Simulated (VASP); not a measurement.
The system is Cu.

```
CELL_PARAMETERS angstrom
-1.44279 1.44279 1.37608
1.44279 -1.44279 1.37608
1.44279 1.44279 -1.37608
ATOMIC_POSITIONS crystal
Cu 0.00000 0.00000 0.00000
```

| Item | Value |
| --- | --- |
| Program | VASP 6.6.1 |
| Task | relaxation of cell and atoms |
| Functional | LDA |
| Potentials or basis | VASP PAW LDA potentials, release 64 (Cu) |
| Cutoff | 600 eV |
| k mesh | 13 × 13 × 13 |
| Occupations | fermi-dirac, width 0.05 eV |
| Spin | no spin polarisation |

At the start: pressure -6.9 GPa; volume 11.46 Å³/atom.

Problem. How do energy, volume and symmetry change on relaxing?

Solution. Over 3 steps the energy falls by 10.6 meV/atom and the volume is 10.99 Å³/atom (-4.1 %); space group I4/mmm (No. 139, to 0.05 Å).

The path:
| step | energy change (eV) | largest force (eV/Å) | pressure (GPa) | volume (Å³) |
| --- | --- | --- | --- | --- |
| 1 | 0.0000 | 0.0000 | -6.90 | 11.46 |
| 2 | -0.0049 | 0.0000 | 5.86 | 10.66 |
| 3 | -0.0106 | 0.0000 | 0.00 | 10.99 |

Final structure:
```
Cu
1.0
    -1.42305    1.42305    1.35619
     1.42305   -1.42305    1.35619
     1.42305    1.42305   -1.35619
Cu
1
Direct
  0.00000 0.00000 0.00000
```
